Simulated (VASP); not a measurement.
# H6C2O in VASP: further runs, part 2 of 2

VASP 6.6.1.

## (4) Single point, PBEsol

File INCAR:

```
SYSTEM = H6C2O
PREC = Accurate
ENCUT = 520
EDIFF = 1E-7
ISMEAR = -1
SIGMA = 0.02
LREAL = Auto
LASPH = .TRUE.
NELM = 60
ALGO = Normal
ISIF = 2
LWAVE = .FALSE.
LCHARG = .FALSE.
GGA = PS
NBANDS = 64
```

File KPOINTS:

```
Automatic mesh
0
G
  1 1 1
  0 0 0
```

File POSCAR:

```
H6C2O
1.0
    6.7708090000      0.0000000000      0.0000000000
    0.0000000000      6.7708090000      0.0000000000
    0.0000000000      0.0000000000      6.7708090000
C O H
8 4 24
Direct
    0.4349849479      0.5055968940      0.8533987593
    0.4819069627      0.7005514408      0.7999930289
    0.6289499527      0.3238608562      0.3308024196
    0.4414686635      0.2145976943      0.3025487796
    0.0708925625      0.1106957824      0.7602636553
   -0.0389613708      0.2678705011      0.9011773925
    0.1133394842      0.8121481495      0.2135786137
    0.0057304821      0.6565242056      0.3219703879
    0.6808639854      0.7601011932      0.8509470582
    0.4695007642      0.0670820872      0.1651649013
   -0.1079486956      0.4094340868      0.7560396402
    0.0012406198      0.7104911688      0.5207797178
    0.6733611892      0.8334159182      0.9736798069
    0.4687327615      0.7127065614      0.6386533721
    0.3758782739      0.8045862762      0.8618320204
    0.2748711417      0.5048141219      0.7862871335
    0.5315612950      0.4037922204      0.7860360557
    0.4076322342      0.4600188840      1.0102928616
    0.3447298543      0.0160394423      0.1206059719
    0.3797182877      0.1432915919      0.4409960464
    0.3203457667      0.3186620683      0.2501621298
    0.6484897152      0.4187091971      0.4482773033
    0.7490685382      0.2084684415      0.3216306944
    0.6717661065      0.4191818142      0.1910111480
   -0.2004339511      0.5029088843      0.8089284456
   -0.1519759308      0.2044216577      0.9926287981
    0.0767264296      0.3413624576      0.9792625962
    0.2040228871      0.0292579513      0.8319242206
   -0.0157145180     -0.0055975586      0.6849993849
    0.1201333548      0.2084684415      0.6411789197
   -0.0617946836      0.6113449663      0.6048464814
   -0.1428042055      0.6354779761      0.2419947158
    0.0951289573      0.5181950931      0.3136995889
    0.1195868913      0.7766280219      0.0592691361
    0.0524014191      0.9585855989      0.2120573775
    0.2737191376      0.8269469719      0.2510482868
```

The run is started by

```console
> cat potpaw_PBE.64/C/POTCAR potpaw_PBE.64/O/POTCAR potpaw_PBE.64/H/POTCAR > POTCAR
> mpirun -np 1 vasp_gam > vasp.out
```

It used 48 s of CPU time on 1 thread of Intel Xeon 6975P-C (shared host).

It converged, with:

| Quantity | Value |
| --- | --- |
| Free energy | -188.1455 eV |
| Pressure | 2.7 GPa |
| Largest force | 4.762 eV/Å |
| Band gap on the k mesh | 4.85 eV |

Forces on the atoms (eV/Å):
```
C   -4.237 -1.949  0.964
C    1.447  2.923 -0.292
C    1.839 -1.088 -4.175
C   -2.036  0.842  1.319
C    0.229  0.123  1.344
C    1.302 -1.124 -3.396
C    1.760  0.092 -0.656
C   -0.201 -0.510 -0.079
O   -0.102 -0.314 -0.284
O    1.437 -0.662 -1.413
O    0.030 -1.100 -0.100
O   -0.490  0.781  0.253
H    0.053  0.234  0.352
H    0.137  0.271 -0.257
H   -0.242  0.538  0.133
H    1.533 -0.912  0.399
H    0.663 -1.439 -0.809
H    0.461  0.655 -0.359
H   -0.620 -0.093 -0.160
H    0.503  0.593 -0.229
H    0.376 -0.316  0.274
H    0.046  1.209  2.292
H   -0.318  0.555  0.656
H   -0.899 -1.023  1.366
H   -0.697  0.926  1.078
H   -0.739 -0.139  0.418
H    0.643  0.371  1.158
H   -1.197  1.049 -0.593
H   -0.361  0.208  0.496
H    0.603 -0.065 -0.099
H    0.239 -0.468 -0.076
H    0.757  0.001  0.949
H   -0.407 -0.115 -0.471
H   -0.164 -0.530 -1.145
H   -0.762  0.884  0.557
H   -0.585 -0.410  0.588
```

Stress tensor (GPa, compression positive):
```
 1.39  2.11 -1.31
 2.11  4.21  2.10
-1.31  2.10  2.45
```

Levels at points of the mesh, in eV from the valence-band top:
```
           k point  band 38  band 39  band 40  band 41  band 42  band 43
(0.00, 0.00, 0.00)    -0.69    -0.51     0.00     4.85     6.09     6.26
```

Caveat: the k points lie up to 0.93 Å⁻¹ apart; the PAW data sets were made with another functional, which shifts forces and pressure a little.

## (5) Single point, PBEsol

File INCAR:

```
SYSTEM = H6C2O
ALGO = Normal
EDIFF = 1E-6
ENCUT = 520
GGA = PS
ISIF = 2
ISMEAR = -1
LASPH = .TRUE.
LCHARG = .FALSE.
LREAL = Auto
LWAVE = .FALSE.
NBANDS = 64
NELM = 60
PREC = Accurate
SIGMA = 0.02
```

File KPOINTS:

```
k-points
0
G
  1 1 1
  0 0 0
```

File POSCAR:

```
H6C2O
1.0
    6.7708090000      0.0000000000      0.0000000000
    0.0000000000      6.7708090000      0.0000000000
    0.0000000000      0.0000000000      6.7708090000
C O H
8 4 24
Direct
    0.4029356019      0.5278394354      0.9054752541
    0.4829555818      0.6991188202      0.7833923539
    0.6304859582      0.3493674094      0.3713736424
    0.4561050238      0.2249214237      0.3277451779
    0.0628876106      0.1120988644      0.7964484008
   -0.0308234954      0.2763923779      0.9016204711
    0.1432029762      0.7476654562      0.2200623293
   -0.0265994802      0.6535555795      0.3285427192
    0.6761525838      0.7728175466      0.8328694547
    0.4942245454      0.0730636472      0.1745138579
   -0.1406478901      0.4030242176      0.7712963104
    0.0042092459      0.7035496054      0.5188006337
    0.7017182142      0.8277740518      0.9634890011
    0.4919500757      0.6698017918      0.6247702453
    0.3965995792      0.8413617930      0.7989001019
    0.2546224535      0.5057298175      0.8797176231
    0.5068227445      0.3789207464      0.9151934429
    0.4053577645      0.5805805481      1.0664899866
    0.3781822822      0.0134991254      0.1185382722
    0.4022414456      0.1624325838      0.4726761603
    0.3350855119      0.3270657908      0.2785043855
    0.5817030136      0.5072362845      0.3600160631
    0.6918966404      0.3427064624      0.5150196971
    0.7547251739      0.3352184355      0.2733646747
   -0.1856794365      0.5235268046      0.8387476297
   -0.1353604865      0.2106247570      1.0049906887
    0.0706119461      0.3690991726      0.9976060468
    0.0833578380     -0.0049477101      0.8920647444
   -0.0378241359      0.0603472938      0.6725636479
    0.2068733589      0.1705704592      0.7327189410
   -0.0504518736      0.6119948148      0.6161302143
   -0.1575587201      0.6927089510      0.2498519749
   -0.0005316942      0.4849051273      0.3116318892
    0.1218761303      0.7460851429      0.0480297111
    0.1446060582      0.9145140559      0.2519935210
    0.2901278119      0.6894892471      0.2589793923
```

The run is started by

```console
> cat potpaw_PBE.64/C/POTCAR potpaw_PBE.64/O/POTCAR potpaw_PBE.64/H/POTCAR > POTCAR
> mpirun -np 1 vasp_gam > vasp.out
```

It used 44 s of CPU time on 1 thread of Intel Xeon 6975P-C, with other jobs on the host.

It converged, with:

| Property | Result |
| --- | --- |
| Free energy | -187.7775 eV |
| Pressure | 1.1 GPa |
| Largest force | 5.189 eV/Å |
| Band gap on the k mesh | 4.89 eV |

Forces on the atoms (eV/Å):
```
C    4.636 -0.320  2.308
C   -0.048  1.562  0.794
C   -0.291  1.612 -0.799
C   -1.555 -1.038 -0.273
C    0.504  2.067 -3.357
C   -0.950  1.298  1.373
C   -0.251  2.122 -2.258
C    3.000 -2.538 -1.272
O    1.474 -1.277 -0.509
O    1.344  1.220  1.188
O    0.686 -0.081 -0.246
O   -0.288  1.233  2.074
H   -0.971  0.029  0.214
H    0.023 -0.182 -0.139
H   -0.616 -0.991 -0.126
H   -2.264 -0.754 -0.879
H   -1.753  2.198 -0.742
H    0.178 -0.517 -1.302
H   -0.915  0.048  0.192
H    0.114 -0.361 -0.801
H    0.134 -0.602 -0.143
H    0.354 -0.430 -0.160
H    0.342 -0.638  1.401
H    0.281 -0.309 -0.771
H   -0.332  0.267  0.287
H   -0.549 -0.063  0.447
H   -0.298 -0.594 -0.587
H    0.641 -1.975  1.427
H    0.705  0.195  0.713
H   -0.732 -0.851  0.136
H   -0.292 -0.514 -0.143
H   -1.645  0.432  0.014
H   -0.556  1.115 -0.112
H    0.284 -0.349  1.754
H   -0.109 -1.092  0.138
H   -0.285  0.079  0.159
```

Stress tensor (GPa, compression positive):
```
 4.18  0.95 -1.64
 0.95 -2.66 -0.59
-1.64 -0.59  1.78
```

Levels at points of the mesh, in eV from the valence-band top:
| k point | band 36 | band 37 | band 38 | band 39 | band 40 | band 41 | band 42 | band 43 | band 44 | band 45 |
| --- | --- | --- | --- | --- | --- | --- | --- | --- | --- | --- |
| (0.00, 0.00, 0.00) | -1.33 | -0.71 | -0.47 | -0.15 | 0.00 | 4.89 | 5.83 | 6.14 | 6.50 | 6.96 |

Caveat: the k points lie up to 0.93 Å⁻¹ apart; the PAW data sets were made with another functional, which shifts forces and pressure a little.

## (6) Single point, PBEsol

File INCAR:

```
SYSTEM = H6C2O
ALGO = Normal ; EDIFF = 1E-6
ENCUT = 520 ; GGA = PS
ISIF = 2 ; ISMEAR = -1
LASPH = .True. ; LCHARG = .False.
LREAL = Auto ; LWAVE = .False.
NBANDS = 64 ; NELM = 100
PREC = Accurate ; SIGMA = 0.02
```

File KPOINTS:

```
k-points
0
Gamma
  1 1 1
  0 0 0
```

File POSCAR:

```
H6C2O
1.0
    6.7708090000      0.0000000000      0.0000000000
    0.0000000000      6.7708090000      0.0000000000
    0.0000000000      0.0000000000      6.7708090000
C O H
8 4 24
Direct
    0.4191670449      0.5121396867      0.8706049750
    0.4907685330      0.7091767025      0.7724040067
    0.6176809891      0.3404910698      0.3311125746
    0.4442157503      0.2044807349      0.3060786385
    0.0690464020      0.1158207239      0.8306097543
   -0.0627989949      0.2741622161      0.9151195965
    0.1299401593      0.7672199880      0.2277423569
   -0.0063950999      0.6543383516      0.3526904983
    0.6938314166      0.7307103184      0.8238601916
    0.4847574345      0.0562414329      0.1650910549
   -0.1457137544      0.3769712009      0.7508851601
    0.0432740017      0.6631113062      0.5557090741
    0.6864467747      0.7647239791      0.9610520693
    0.4965876308      0.6642485411      0.6130582032
    0.4012962114      0.8464867345      0.8072299780
    0.2646064894      0.5003094903      0.8900561218
    0.4693530714      0.3908543277      0.7855043614
    0.5016534952      0.4847574345      1.0291680064
    0.3532369618      0.0457700106      0.0980385062
    0.4031128333      0.1369555691      0.4557800995
    0.3114398885      0.2913388932      0.2535147572
    0.5781879241      0.4814934227      0.4082968520
    0.7140505662      0.2581375431      0.4248384499
    0.6717661065      0.3817121410      0.1854874358
   -0.1655045948      0.5149606199      0.7983979462
   -0.1952351632      0.2055145847      1.0093033196
    0.0483694046      0.3744604227      0.9989943595
    0.1497753075      0.0102055751      0.9285153369
   -0.0283127171      0.0274117908      0.7298241613
    0.1704670742      0.1829175805      0.7231336758
    0.0112837329      0.5198640222      0.6018630861
   -0.1598184205      0.7208739753      0.3271987144
   -0.0123471213      0.4885679097      0.3113808114
    0.0953652658      0.7449922158      0.0689873249
    0.0963400385      0.9175122205      0.2692145060
    0.2926533594      0.7391878873      0.2665708042
```

Potentials or basis: VASP PAW PBE potentials, release 64 (C, O, H).

The run is started by

```console
> cat potpaw_PBE.64/C/POTCAR potpaw_PBE.64/O/POTCAR potpaw_PBE.64/H/POTCAR > POTCAR
> mpirun -np 1 vasp_gam > vasp.out
```

OUTCAR:

```text
SYSTEM = H6C2O
   EDIFF = 1E-6
   ENCUT = 520
   GGA = PS
   ISIF = 2
   ISMEAR = -1
   LASPH = .True.
   LREAL = Auto
   NELM = 100
   PREC = Accurate

 ion  position               nearest neighbor table
   1  0.419  0.512  0.871-  16 1.06  17 1.06  18 1.22   2 1.57
   2  0.491  0.709  0.772-  14 1.12  15 1.13   9 1.43   1 1.57
   3  0.618  0.340  0.331-  23 1.07  24 1.09  22 1.12   4 1.50
   4  0.444  0.204  0.306-  21 1.13  20 1.15  10 1.41   3 1.50
   5  0.069  0.116  0.831-  30 1.10  28 1.12  29 1.12   6 1.51
   6  0.937  0.274  0.915-  27 1.16  26 1.19  11 1.43   5 1.51
   7  0.130  0.767  0.228-  35 1.08  34 1.11  36 1.15   8 1.47
   8  0.994  0.654  0.353-  32 1.15  33 1.16  12 1.42   7 1.47
   9  0.694  0.731  0.824-  13 0.96   2 1.43
  10  0.485  0.056  0.165-  19 1.00   4 1.41
  11  0.854  0.377  0.751-  25 1.00   6 1.43
  12  0.043  0.663  0.556-  31 1.04   8 1.42
  13  0.686  0.765  0.961-   9 0.96
  14  0.497  0.664  0.613-   2 1.12
  15  0.401  0.846  0.807-   2 1.13
  16  0.265  0.500  0.890-   1 1.06
  17  0.469  0.391  0.786-   1 1.06
[... 17 lines left out ...]
  35  0.096  0.918  0.269-   7 1.08
  36  0.293  0.739  0.267-   7 1.15

  LATTYP: Found a simple cubic cell.
 ALAT       =     6.7708090000

  Lattice vectors:

 A1 = (   6.7708090000,   0.0000000000,   0.0000000000)
 A2 = (   0.0000000000,   6.7708090000,   0.0000000000)
 A3 = (   0.0000000000,   0.0000000000,   6.7708090000)

Analysis of symmetry for initial positions (statically):
=====================================================================
 Subroutine PRICEL returns:
 Original cell was already a primitive cell.

 Routine SETGRP: Setting up the symmetry group for a
 simple cubic supercell.

 Subroutine GETGRP returns: Found  1 space group operations
 (whereof  1 operations were pure point group operations)
 out of a pool of 48 trial point group operations.

The static configuration has the point symmetry C_1 .

[... 178 lines left out ...]
  Fermi-wavevector in a.u.,A,eV,Ry     =   1.041832  1.968777 14.767946  1.085413
  Thomas-Fermi vector in A             =   2.176470
   LORBIT       =      0    0 simple, 1 ext, 2 COOP (PROOUT), +10 PAW based schemes
   GGA     = PS    functional components
   LHFCALC =     F    Hartree Fock is set to
   AEXX    =    0.0000 exact exchange contribution
   IVDW    =     0    specifies the selected vdW correction
   LEPSILON=     F    determine dielectric tensor
   LRPA    =     F    only Hartree local field effects (RPA)
 non-spin polarized calculation
  energy-cutoff  :      520.00
  volume of cell :      310.40
 maximum number of plane-waves:      4193
 NGX is ok and might be reduce to    50
   NGX = 25   NGY = 25   NGZ = 25

 number of electron      80.0000015 magnetization

 Free energy of the ion-electron system (eV)
  ---------------------------------------------------
  ext. energy  EPLUGINS =         0.00000000
  ---------------------------------------------------
  free energy    TOTEN  =      -188.22454453 eV

  energy without entropy =     -188.22454453  energy(sigma->0) =     -188.22454453

 E-fermi :  -1.2867     XC(G=0):  -7.5770

 val. band max:       -1.8154447054   @ k =   0.0000   0.0000   0.0000
 cond. band min:       2.9046186164   @ k =   0.0000   0.0000   0.0000
 fundamental gap:      4.7200633219
 Fermi energy:        -1.2866640734

 k-point     1 :       0.0000    0.0000    0.0000
  band No.  band energies     occupation
      1     -22.2354      2.00000
      2     -21.8262      2.00000
      3     -21.6617      2.00000
      4     -20.8491      2.00000
      5     -14.7802      2.00000
      6     -14.7079      2.00000
[... 44 lines left out ...]
     51       6.0371      0.00000
     52       6.4919      0.00000
 [bands above 52 left out]

------------------------ aborting loop because EDIFF is reached ----------------------------------------

  FORCE on cell =-STRESS in cart. coord.  units (eV):
  Direction    XX          YY          ZZ          XY          YZ          ZX
  --------------------------------------------------------------------------------------
  -------------------------------------------------------------------------------------
  Total       -0.5300105     -2.0008572      0.3667702      1.4490121      2.4218034     -3.0121863
  in kB       -2.7357309    -10.3277327      1.8931409      7.4792989     12.5005112    -15.5478638
  external PRESSURE =      -3.7234409 kB  Pullay stress =       0.0000000 kB

 VOLUME and BASIS-vectors are now :
 -----------------------------------------------------------------------------
  energy-cutoff  :      520.00
  volume of cell :      310.40
      direct lattice vectors                 reciprocal lattice vectors
     6.770809000  0.000000000  0.000000000     0.147692838  0.000000000  0.000000000
     0.000000000  6.770809000  0.000000000     0.000000000  0.147692838  0.000000000
     0.000000000  0.000000000  6.770809000     0.000000000  0.000000000  0.147692838

 POSITION                                       TOTAL-FORCE (eV/Angst)
 -----------------------------------------------------------------------------------
      2.83810      3.46760      5.89470         2.060230      1.456731      2.566447
      3.32290      4.80170      5.22980        -0.216676     -2.031873     -0.212237
      4.18220      2.30540      2.24190        -1.194018      0.421396      0.298565
      3.00770      1.38450      2.07240        -1.434162      0.819902      1.043465
      0.46750      0.78420      5.62390        -0.827420     -0.894098     -1.436634
      6.34561      1.85630      6.19610         0.201040     -0.564194      1.217051
[... 28 lines left out ...]
      0.65230      6.21230      1.82280         0.227639      1.117361     -0.133313
      1.98150      5.00490      1.80490        -1.166188      0.061597     -0.522849
 -----------------------------------------------------------------------------------
    total drift:                                0.007078     -0.021549      0.006437

  FREE ENERGIE OF THE ION-ELECTRON SYSTEM (eV)
  ---------------------------------------------------
  free  energy   TOTEN  =      -188.2245445312 eV

  energy  without entropy=     -188.2245445312  energy(sigma->0) =     -188.22454453
```

OSZICAR:

```text
N       E                     dE             d eps       ncg     rms          rms(c)
DAV:   1     0.513140713141E+03    0.51314E+03   -0.41298E+04   128   0.116E+03
DAV:   2    -0.144987274050E+03   -0.65813E+03   -0.61841E+03   168   0.268E+02
DAV:   3    -0.203477077022E+03   -0.58490E+02   -0.58019E+02   160   0.834E+01
DAV:   4    -0.204660815061E+03   -0.11837E+01   -0.11797E+01   160   0.133E+01
DAV:   5    -0.204687988598E+03   -0.27174E-01   -0.27130E-01   168   0.192E+00    0.224E+01
DAV:   6    -0.190192939720E+03    0.14495E+02   -0.26120E+01   152   0.175E+01    0.108E+01
DAV:   7    -0.188485518843E+03    0.17074E+01   -0.43038E+00   168   0.754E+00    0.563E+00
DAV:   8    -0.188218755329E+03    0.26676E+00   -0.88051E-01   160   0.405E+00    0.110E+00
DAV:   9    -0.188208977625E+03    0.97777E-02   -0.12100E-01   152   0.160E+00    0.446E-01
DAV:  10    -0.188220572451E+03   -0.11595E-01   -0.26014E-02   144   0.606E-01    0.221E-01
DAV:  11    -0.188222384481E+03   -0.18120E-02   -0.33430E-03   160   0.309E-01    0.127E-01
DAV:  12    -0.188224323672E+03   -0.19392E-02   -0.26233E-03   144   0.189E-01    0.444E-02
DAV:  13    -0.188224491252E+03   -0.16758E-03   -0.40787E-04   160   0.923E-02    0.207E-02
DAV:  14    -0.188224531022E+03   -0.39769E-04   -0.69117E-05   144   0.362E-02    0.922E-03
DAV:  15    -0.188224542268E+03   -0.11247E-04   -0.13564E-05   152   0.153E-02    0.404E-03
DAV:  16    -0.188224544253E+03   -0.19845E-05   -0.33584E-06   136   0.728E-03    0.185E-03
DAV:  17    -0.188224544531E+03   -0.27849E-06   -0.46739E-07   112   0.321E-03
   1 F= -.18822454E+03 E0= -.18822454E+03  d E =-.361492E-11
```

stdout:

```text
POSCAR found type information on POSCAR C O H
 POSCAR found :  3 types and      36 ions
 scaLAPACK will be used
 -----------------------------------------------------------------------------
|                                                                             |
|                                                                             |
|     You enforced a specific xc type in the INCAR file but a different       |
|     I HOPE YOU KNOW WHAT YOU ARE DOING!                                     |
|                                                                             |
 -----------------------------------------------------------------------------

 LDA part: xc-table for (Slater+PW92), standard interpolation
 POSCAR, INCAR and KPOINTS ok, starting setup
 FFT: planning ... GRIDC
 FFT: planning ... GRID_SOFT
 FFT: planning ... GRID
 WAVECAR not read
 entering main loop
```

It used 46 s of CPU time on 1 thread of Intel Xeon 6975P-C, with other jobs on the host.

What came out:

| Item | Value |
| --- | --- |
| Free energy | -188.2245 eV |
| Pressure | -0.4 GPa |
| Largest force | 3.599 eV/Å |
| Band gap on the k mesh | 4.72 eV |

Forces on the atoms (eV/Å):
```
C    2.060  1.457  2.566
C   -0.217 -2.032 -0.212
C   -1.194  0.421  0.299
C   -1.434  0.820  1.043
C   -0.827 -0.894 -1.437
C    0.201 -0.564  1.217
C    1.553 -0.022 -0.150
C   -1.398 -1.984  0.175
O    0.139  0.548 -0.416
O   -1.022 -0.255 -0.855
O    0.644  0.187  0.479
O   -0.037 -1.769  0.169
H    0.390  0.424  1.095
H   -0.428  1.080  0.321
H    0.441 -0.804 -0.370
H   -1.399  0.069  0.241
H    0.484 -1.067 -0.924
H   -1.514  0.784 -2.277
H    1.216 -0.441  0.204
H    0.181  0.321 -0.894
H    0.359 -0.295  0.327
H    0.024 -0.617 -0.138
H    1.456 -0.128  0.301
H    0.572 -0.067  0.004
H   -0.845  0.127 -0.309
H    1.941  0.935 -0.828
H   -1.568 -0.468 -0.098
H   -0.490  0.525 -0.112
H    0.355 -0.275  0.521
H    0.385  0.174  0.280
H    0.229  1.808  0.012
H    0.482 -0.564  0.151
H   -0.077  1.325 -0.037
H    0.276  0.063  0.306
H    0.228  1.117 -0.133
H   -1.166  0.062 -0.523
```

Caveat: the k points lie up to 0.93 Å⁻¹ apart; the PAW data sets were made with another functional, which shifts forces and pressure a little.
